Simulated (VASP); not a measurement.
# TaMo2C3 (P-3m1) in VASP: notebook

The runs below take TaMo2C3 through single point, with PBE.

Program: VASP 6.6.1. These are calculated values, not measurements. Logs are shortened: lines on timing, memory, paths and dates and some standing lists are left out, and cuts for length are marked.

## 1. The cell of the first run

Symmetry: P-3m1, No. 164, trigonal system. Conventional cell: a = 3.198 Å, b = 3.198 Å, c = 7.886 Å, α = 90.00°, β = 90.00°, γ = 120.00°. Within 3.0 Å of Ta (site symmetry -3m) lie 6 C at 2.27 Å. Within 3.0 Å of Mo (site symmetry 3m) lie 6 C at 2.25 to 2.28 Å. Within 3.0 Å of C (site symmetry -3m) lie 6 Mo at 2.28 Å. C (site symmetry 3m) has 3 Mo at 2.25 Å and 3 Ta at 2.27 Å within 3.0 Å.

## 2. Single point, PBE

INCAR

```
SYSTEM = TaMo2C3
  PREC = Accurate
  ENCUT = 600
  EDIFF = 1E-6
  ISMEAR = -1
  SIGMA = 0.1
  LREAL = .FALSE.
  LASPH = .TRUE.
  NELM = 120
  ALGO = Normal
  ISIF = 2
  LWAVE = .FALSE.
  LCHARG = .FALSE.
  GGA = PE
  NBANDS = 34
  GGA_COMPAT = .FALSE.
```

KPOINTS

```
Automatic mesh
0
G
  9 9 3
  0 0 0
```

POSCAR

```
TaMo2C3
1.0
    3.1976235567      0.0000000000      0.0000000000
   -1.5988117784      2.7692232828      0.0000000000
    0.0000000000      0.0000000000      7.8860492871
Ta Mo C
1 2 3
Direct
    0.0000000000      0.0000000000      0.0000000000
    0.3333333333      0.6666666667      0.6692300000
    0.6666666667      0.3333333333      0.3307700000
    0.0000000000      0.0000000000      0.5000000000
    0.3333333333      0.6666666667      0.1679210000
    0.6666666667      0.3333333333      0.8320790000
```

Potentials or basis: VASP PAW PBE potentials, release 64 (Ta_pv, Mo_sv, C).

On the command line:

```bash
cat potpaw_PBE.64/Ta_pv/POTCAR potpaw_PBE.64/Mo_sv/POTCAR potpaw_PBE.64/C/POTCAR > POTCAR
mpirun -np 1 vasp_std > vasp.out
```

OUTCAR:

```text
SYSTEM = TaMo2C3
   PREC = Accurate
   ENCUT = 600
   EDIFF = 1E-6
   ISMEAR = -1
   LREAL = .FALSE.
   LASPH = .TRUE.
   NELM = 120
   ISIF = 2
   GGA = PE

 ion  position               nearest neighbor table
   1  0.000  0.000  0.000-   5 2.27   6 2.27   6 2.27   5 2.27   6 2.27   5 2.27   2 3.20   3 3.20
                             2 3.20   3 3.20   3 3.20   2 3.20
   2  0.333  0.667  0.669-   6 2.25   6 2.25   6 2.25   4 2.28   4 2.28   4 2.28   1 3.20   1 3.20
                             1 3.20   3 3.25   3 3.25   3 3.25
   3  0.667  0.333  0.331-   5 2.25   5 2.25   5 2.25   4 2.28   4 2.28   4 2.28   1 3.20   1 3.20
                             1 3.20   2 3.25   2 3.25   2 3.25
   4  0.000  0.000  0.500-   2 2.28   3 2.28   3 2.28   2 2.28   3 2.28   2 2.28
   5  0.333  0.667  0.168-   3 2.25   3 2.25   3 2.25   1 2.27   1 2.27   1 2.27
   6  0.667  0.333  0.832-   2 2.25   2 2.25   2 2.25   1 2.27   1 2.27   1 2.27

  LATTYP: Found a hexagonal cell.
 ALAT       =     3.1976235567
 C/A-ratio  =     2.4662219136

  Lattice vectors:

 A1 = (   3.1976235567,   0.0000000000,   0.0000000000)
 A2 = (  -1.5988117784,   2.7692232828,   0.0000000000)
 A3 = (   0.0000000000,   0.0000000000,   7.8860492871)

Analysis of symmetry for initial positions (statically):
=====================================================================
 Subroutine PRICEL returns:
 Original cell was already a primitive cell.

 Routine SETGRP: Setting up the symmetry group for a
 hexagonal supercell.

 Subroutine GETGRP returns: Found 12 space group operations
 (whereof 12 operations were pure point group operations)
 out of a pool of 24 trial point group operations.

The static configuration has the point symmetry D_3d.

Analysis of symmetry for dynamics (positions and initial velocities):
=====================================================================
 Subroutine PRICEL returns:
 Original cell was already a primitive cell.

 Routine SETGRP: Setting up the symmetry group for a
 hexagonal supercell.

 Subroutine GETGRP returns: Found 12 space group operations
 (whereof 12 operations were pure point group operations)
 out of a pool of 24 trial point group operations.

The dynamic configuration has the point symmetry D_3d.

 Subroutine INISYM returns: Found 12 space group operations
 (whereof 12 operations are pure point group operations),
 and found     1 'primitive' translations

----------------------------------------------------------------------------------------

                                     Primitive cell

  volume of cell :      69.8304

  direct lattice vectors                    reciprocal lattice vectors
     3.197623557  0.000000000  0.000000000     0.312732247  0.180556044  0.000000000
    -1.598811778  2.769223283  0.000000000     0.000000000  0.361112087  0.000000000
     0.000000000  0.000000000  7.886049287     0.000000000  0.000000000  0.126806207

  length of vectors
     3.197623557  3.197623601  7.886049287     0.361112092  0.361112087  0.126806207

  position of ions in fractional coordinates (direct lattice)
     0.000000000  0.000000000  0.000000000
     0.333333333  0.666666667  0.669230000
     0.666666667  0.333333333  0.330770000
     0.000000000  0.000000000  0.500000000
     0.333333333  0.666666667  0.167921000
     0.666666667  0.333333333  0.832079000

  ion indices of the primitive-cell ions
   primitive index   ion index
                 1           1
                 2           2
                 3           3
                 4           4
                 5           5
                 6           6

----------------------------------------------------------------------------------------

 KPOINTS: Automatic mesh

Automatic generation of k-mesh.
 Grid dimensions read from file:
 generate k-points for:    9    9    3

 Generating k-lattice:

  Cartesian coordinates                     Fractional coordinates (reciprocal lattice)
     0.034748027  0.020061783  0.000000000     0.111111111  0.000000000  0.000000000
     0.000000000  0.040123565  0.000000000     0.000000000  0.111111111  0.000000000
     0.000000000  0.000000000  0.042268736     0.000000000  0.000000000  0.333333333

  Length of vectors
     0.040123566  0.040123565  0.042268736

  Shift w.r.t. Gamma in fractional coordinates (k-lattice)
     0.000000000  0.000000000  0.000000000

 Subroutine IBZKPT returns following result:
 ===========================================

 Found     31 irreducible k-points:

 Following reciprocal coordinates:
            Coordinates               Weight
  0.000000  0.000000  0.000000      1.000000
  0.111111 -0.000000  0.000000      6.000000
  0.222222 -0.000000  0.000000      6.000000
  0.333333 -0.000000  0.000000      6.000000
  0.444444 -0.000000  0.000000      6.000000
  0.111111  0.111111  0.000000      6.000000
[... 16 lines left out ...]
  0.222222  0.111111  0.333333     12.000000
 -0.111111  0.333333  0.333333     12.000000
 [... further k-points ...]
   k-points           NKPTS =     31   k-points in BZ     NKDIM =     31   number of bands    NBANDS=     34
   number of dos      NEDOS =    301   number of ions     NIONS =      6
   total plane-waves  NPLWV =  50176
   dimension x,y,z NGX =    28 NGY =   28 NGZ =   64
   dimension x,y,z NGXF=    56 NGYF=   56 NGZF=  128
   ions per type =               1   2   3
   NGX,Y,Z   is equivalent  to a cutoff of  14.56, 14.56, 13.49 a.u.
   NGXF,Y,Z  is equivalent  to a cutoff of  29.11, 29.11, 26.98 a.u.
 SYSTEM =  TaMo2C3
   PREC   = accura    normal or accurate (medium, high low for compatibility)
   ISTART =      0    job   : 0-new  1-cont  2-samecut
   ICHARG =      2    charge: 1-file 2-atom 10-const
   ISPIN  =      1    spin polarized calculation?
   LNONCOLLINEAR =      F non collinear calculations
   LSORBIT =      F    spin-orbit coupling
   LASPH  =      T    aspherical Exc in radial PAW
   ENCUT  =  600.0 eV  44.10 Ry    6.64 a.u.   6.39  6.39 15.75*2*pi/ulx,y,z
   NELM   =    120;   NELMIN=  2; NELMDL= -5     # of ELM steps
   EDIFF  = 0.1E-05   stopping-criterion for ELM
   LREAL  =      F    real-space projection
   EDIFFG = 0.1E-04   stopping-criterion for IOM
   NSW    =      0    number of steps for IOM
   IBRION =     -1    ionic relax: 0-MD 1-quasi-New 2-CG
   NFREE  =      0    steps in history (QN), initial steepest desc. (CG)
   ISIF   =      2    stress and relaxation
   ISYM   =      2    0-nonsym 1-usesym 2-fastsym
   POTIM  = 0.5000    time-step for ionic-motion
   TEBEG  =    0.0;   TEEND  =   0.0 temperature during run
   PSTRESS=    0.0 pullay stress
   NELECT =      51.0000    total number of electrons
   NUPDOWN=      -1.0000    fix difference up-down
   EMIN   =  10.00;   EMAX   =-10.00  energy-range for DOS
   EFERMI =   0.00;   METHOD = LEGACY
   ISMEAR =    -1;   SIGMA  =   0.10  broadening in eV -4-tet -1-fermi 0-gaus
   EFERMI_NEDOS =   21; number of points for ismear=-14 and -15
   IALGO  =     38    algorithm
   IMIX   =      4    mixing-type and parameters
     AMIX     =   0.40;   BMIX     =  1.00
     AMIX_MAG =   1.60;   BMIX_MAG =  1.00
  volume/ion in A,a.u.               =      11.64        78.54
  Fermi-wavevector in a.u.,A,eV,Ry     =   1.474291  2.786007 29.572735  2.173535
  Thomas-Fermi vector in A             =   2.589080
   LORBIT       =      0    0 simple, 1 ext, 2 COOP (PROOUT), +10 PAW based schemes
   GGA     = PE    functional components
   LHFCALC =     F    Hartree Fock is set to
   AEXX    =    0.0000 exact exchange contribution
   IVDW    =     0    specifies the selected vdW correction
   LEPSILON=     F    determine dielectric tensor
   LRPA    =     F    only Hartree local field effects (RPA)
 non-spin polarized calculation
  energy-cutoff  :      600.00
  volume of cell :       69.83
 maximum number of plane-waves:      2353
 NGX is ok and might be reduce to    28
   NGX = 13   NGY = 13   NGZ = 31

 number of electron      51.0000002 magnetization

 Free energy of the ion-electron system (eV)
  ---------------------------------------------------
  ext. energy  EPLUGINS =         0.00000000
  ---------------------------------------------------
  free energy    TOTEN  =       -61.47903382 eV

  energy without entropy =      -61.37388888  energy(sigma->0) =      -61.42646135

 E-fermi :  10.0658     XC(G=0): -12.9385

 val. band max:       10.0559021836   @ k =   0.1111  -0.0000   0.0000
 cond. band min:      10.0724715362   @ k =   0.3333  -0.0000   0.3333
 fundamental gap:      0.0165693526
 Fermi energy:        10.0658200165

 k-point     1 :       0.0000    0.0000    0.0000
  band No.  band energies     occupation
      1     -51.9498      2.00000
      2     -51.9286      2.00000
      3     -26.1225      2.00000
      4     -26.0036      2.00000
      5     -25.8679      2.00000
      6     -25.8679      2.00000
[... 26 lines left out ...]
     33      11.0473      0.00011
     34      11.6562      0.00000

 k-point     2 :       0.1111   -0.0000    0.0000
  band No.  band energies     occupation
      1     -51.9452      2.00000
      2     -51.9252      2.00000
      3     -26.1130      2.00000
      4     -26.0039      2.00000
      5     -25.9018      2.00000
      6     -25.8865      2.00000
[... 26 lines left out ...]
     33      11.9073      0.00000
     34      12.0860      0.00000

 k-point     3 :       0.2222   -0.0000    0.0000
  band No.  band energies     occupation
      1     -51.9334      2.00000
      2     -51.9165      2.00000
      3     -26.0945      2.00000
      4     -26.0503      2.00000
      5     -25.9851      2.00000
      6     -25.9331      2.00000
[... 26 lines left out ...]
     33      12.8820      0.00000
     34      13.1902      0.00000

 k-point     4 :       0.3333   -0.0000    0.0000
  band No.  band energies     occupation
      1     -51.9195      2.00000
      2     -51.9072      2.00000
      3     -26.1521      2.00000
      4     -26.1331      2.00000
      5     -26.0313      2.00000
      6     -25.9417      2.00000
[... 26 lines left out ...]
     33      12.9695      0.00000
     34      14.1426      0.00000

 k-point     5 :       0.4444   -0.0000    0.0000
  band No.  band energies     occupation
      1     -51.9097      2.00000
      2     -51.9018      2.00000
      3     -26.2213      2.00000
      4     -26.2008      2.00000
      5     -26.0232      2.00000
      6     -25.9622      2.00000
[... 621 lines left out ...]
 k-point    22 :       0.1111    0.1111    0.3333
  band No.  band energies     occupation
      1     -51.9370      2.00000
      2     -51.9191      2.00000
      3     -26.1228      2.00000
      4     -25.9984      2.00000
      5     -25.9679      2.00000
      6     -25.9150      2.00000
[... 26 lines left out ...]
     33      12.4464      0.00000
     34      12.7606      0.00000

 k-point    23 :       0.2222    0.1111    0.3333
  band No.  band energies     occupation
      1     -51.9241      2.00000
      2     -51.9102      2.00000
      3     -26.1009      2.00000
      4     -26.0830      2.00000
      5     -26.0519      2.00000
      6     -25.9439      2.00000
[... 26 lines left out ...]
     33      13.1264      0.00000
     34      13.8582      0.00000

 k-point    24 :      -0.1111    0.3333    0.3333
  band No.  band energies     occupation
      1     -51.9241      2.00000
      2     -51.9102      2.00000
      3     -26.1053      2.00000
      4     -26.0975      2.00000
      5     -26.0388      2.00000
      6     -25.9374      2.00000
[... 26 lines left out ...]
     33      13.0352      0.00000
     34      13.9878      0.00000

 [... further k-points ...]

------------------------ aborting loop because EDIFF is reached ----------------------------------------

  FORCE on cell =-STRESS in cart. coord.  units (eV):
  Direction    XX          YY          ZZ          XY          YZ          ZX
  --------------------------------------------------------------------------------------
  -------------------------------------------------------------------------------------
  Total       -9.9812342     -9.9812345    -10.1602977      0.0000000      0.0000000      0.0000000
  in kB     -229.0076712   -229.0076796   -233.1160725      0.0000000      0.0000000      0.0000000
  external PRESSURE =    -230.3771411 kB  Pullay stress =       0.0000000 kB

 VOLUME and BASIS-vectors are now :
 -----------------------------------------------------------------------------
  energy-cutoff  :      600.00
  volume of cell :       69.83
      direct lattice vectors                 reciprocal lattice vectors
     3.197623557  0.000000000  0.000000000     0.312732247  0.180556044  0.000000000
    -1.598811778  2.769223283  0.000000000     0.000000000  0.361112087  0.000000000
     0.000000000  0.000000000  7.886049287     0.000000000  0.000000000  0.126806207

 POSITION                                       TOTAL-FORCE (eV/Angst)
 -----------------------------------------------------------------------------------
      0.00000      0.00000      0.00000         0.000000      0.000000      0.000000
     -0.00000      1.84615      5.27758        -0.000000      0.000000      0.172596
      1.59881      0.92307      2.60847         0.000000     -0.000000     -0.172596
      0.00000      0.00000      3.94302         0.000000      0.000000      0.000000
     -0.00000      1.84615      1.32423        -0.000000      0.000000     -0.031274
      1.59881      0.92307      6.56182         0.000000      0.000000      0.031274
 -----------------------------------------------------------------------------------
    total drift:                                0.000000      0.000000      0.000000

  FREE ENERGIE OF THE ION-ELECTRON SYSTEM (eV)
  ---------------------------------------------------
  free  energy   TOTEN  =       -61.4790338158 eV

  energy  without entropy=      -61.3738888784  energy(sigma->0) =      -61.42646135
```

Wall time 2.1 min (1 thread of Intel Xeon Platinum 8259CL at 2.50GHz (Skylake/Cascade Lake), shared host); peak memory 0.26 GiB.

What came out:

* Free energy: -61.4790 eV
* Pressure: -23.0 GPa
* Largest force: 0.173 eV/Å

Forces in eV/Å, atoms in the order of the input:
```
Ta   0.000  0.000  0.000
Mo   0.000  0.000  0.173
Mo   0.000  0.000 -0.173
C    0.000  0.000  0.000
C    0.000  0.000 -0.031
C    0.000  0.000  0.031
```

Caveat: spin-orbit coupling is left out, which moves the levels of the heavy elements.

## 3. Single point, PBE

This run uses another cell than the first one, of 12.07 Å³/atom, 1.037 times its volume.

INCAR

```
PREC = Accurate ; ENCUT = 600
EDIFF = 1E-6 ; ISMEAR = -1
SIGMA = 0.1 ; LREAL = False
LASPH = True ; NELM = 120
ALGO = Normal ; ISIF = 2
LWAVE = False ; LCHARG = True
GGA = PE ; LELF = True
LVHAR = True ; NBANDS = 34
GGA_COMPAT = False
```

KPOINTS

```
regular mesh
0
Gamma
  9 9 3
```

POSCAR: that of step 2 with these lines changed.

```diff
@@ -2,5 +2,5 @@
 1.0
-    3.1976235567      0.0000000000      0.0000000000
-   -1.5988117784      2.7692232828      0.0000000000
-    0.0000000000      0.0000000000      7.8860492871
+    3.2366228095      0.0000000000      0.0000000000
+   -1.6183114048      2.8029976271      0.0000000000
+    0.0000000000      0.0000000000      7.9822300990
 Ta Mo C
```

Potentials or basis: VASP PAW PBE potentials, release 64 (Ta_pv, Mo_sv, C).

On the command line:

```bash
cat potpaw_PBE.64/Ta_pv/POTCAR potpaw_PBE.64/Mo_sv/POTCAR potpaw_PBE.64/C/POTCAR > POTCAR
mpirun -np 1 vasp_std > vasp.out
```

Wall time 2.4 min (1 thread of Intel Xeon Platinum 8259CL at 2.50GHz (Skylake/Cascade Lake), shared host); peak memory 0.27 GiB.

The run converged. Its results:

```yaml
Free_energy: -61.0480 eV
Pressure: -30.5 GPa
Largest_force: 0.195 eV/Å
```

Forces on the atoms (eV/Å):
```
Ta   0.000  0.000  0.000
Mo   0.000  0.000  0.195
Mo   0.000  0.000 -0.195
C    0.000  0.000  0.000
C    0.000  0.000 -0.082
C    0.000  0.000  0.082
```

Stress tensor (GPa, compression positive):
```
-30.32   0.00   0.00
  0.00 -30.32   0.00
  0.00   0.00 -30.80
```

Levels at points of the mesh, in eV from the Fermi level:
```
           k point  band 21  band 22  band 23  band 24  band 25  band 26  band 27  band 28  band 29  band 30
(0.00, 0.00, 0.00)    -1.79    -1.76    -1.76    -0.43    -0.43    -0.35    -0.29    -0.29    -0.24    -0.24
```

Caveat: spin-orbit coupling is left out, which moves the levels of the heavy elements.
